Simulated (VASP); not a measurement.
# Zr2OF2: relaxation of shape and atoms at fixed volume with PBE

Zr2OF2:

```xyz
5
Lattice="3.5099 0.0000 0.0000 -1.7549 3.0396 0.0000 0.0000 0.0000 7.6511" Properties=species:S:1:pos:R:3 pbc="T T T"
Zr    0.0000    0.0000    1.3391
Zr    0.0000    2.0264    3.8816
O     0.0000    2.0264    1.7537
F     1.7549    1.0132    0.1394
F     0.0000    0.0000    5.2045
```

```yaml
Program: VASP 6.6.1
Task: relaxation of shape and atoms at fixed volume
Functional: PBE
Potentials_or_basis: VASP PAW PBE potentials, release 64 (Zr_sv, O, F)
Cutoff: 600 eV
k_mesh: 12 × 12 × 4
Occupations: gaussian, width 0.1 eV
Spin: no spin polarisation
Dipole_correction: no
Further_INCAR_settings: ALGO = Normal; EDIFF = 1e-07; IBRION = 2; EDIFFG = -0.01; NSW = 50; ISIF = 4
```

```
Energy gained by relaxing : 4.3 meV/atom
Ionic steps               : 12
Pressure after relaxing   : -0.5 GPa
Band gap on the k mesh    : zero (bands 22 and 23 overlap by 0.01 eV)
```

Forces in eV/Å, atoms in the order of the input:
```
Zr   0.000  0.000  0.001
Zr   0.000  0.000  0.000
O    0.000  0.000  0.000
F    0.000  0.000 -0.003
F    0.000  0.000  0.000
```

The path:
| step | energy change (eV) | largest force (eV/Å) | pressure (GPa) | volume (Å³) |
| --- | --- | --- | --- | --- |
| 1 | 0.0000 | 0.2035 | -3.58 | 81.63 |
| 2 | -0.0060 | 0.1834 | -3.09 | 81.63 |
| 3 | -0.0137 | 0.2428 | -1.78 | 81.63 |
| 4 | -0.0178 | 0.1719 | -1.43 | 81.63 |
| 5 | -0.0197 | 0.1138 | -0.95 | 81.63 |
| 6 | -0.0208 | 0.0730 | -0.73 | 81.63 |
| 7 | -0.0212 | 0.0582 | -0.49 | 81.63 |
| 8 | -0.0214 | 0.0204 | -0.45 | 81.63 |
| 9 | -0.0214 | 0.0176 | -0.43 | 81.63 |
| 10 | -0.0214 | 0.0125 | -0.44 | 81.63 |
| 11 | -0.0214 | 0.0128 | -0.44 | 81.63 |
| 12 | -0.0214 | 0.0027 | -0.45 | 81.63 |

Final structure:
```
Zr O F
1.0
     3.47899    0.00000    0.00000
    -1.73950    3.01290    0.00000
     0.00000    0.00000    7.78747
Zr O F
2 1 2
Direct
  0.00000 0.00000 0.17904
  0.33333 0.66667 0.50263
  0.33333 0.66667 0.23170
  0.66667 0.33333 0.02599
  0.00000 0.00000 0.67064
```

Levels at points of the mesh, in eV from the Fermi level:
| k point | band 20 | band 21 | band 22 | band 23 | band 24 | band 25 |
| --- | --- | --- | --- | --- | --- | --- |
| (0.00, 0.00, 0.00) | -6.43 | -2.60 | 0.04 | 0.04 | 1.09 | 1.67 |
| (0.50, 0.00, 0.00) | -6.38 | -1.63 | -1.19 | 0.87 | 1.55 | 2.05 |
| (0.00, 0.00, 0.50) | -6.42 | -2.42 | 0.05 | 0.05 | 0.80 | 1.66 |
| (0.50, 0.00, 0.50) | -6.34 | -1.59 | -1.20 | 0.87 | 1.53 | 2.26 |

It took 41 min on 1 thread of Intel Xeon 8259CL (shared host), peak memory 0.34 GiB.
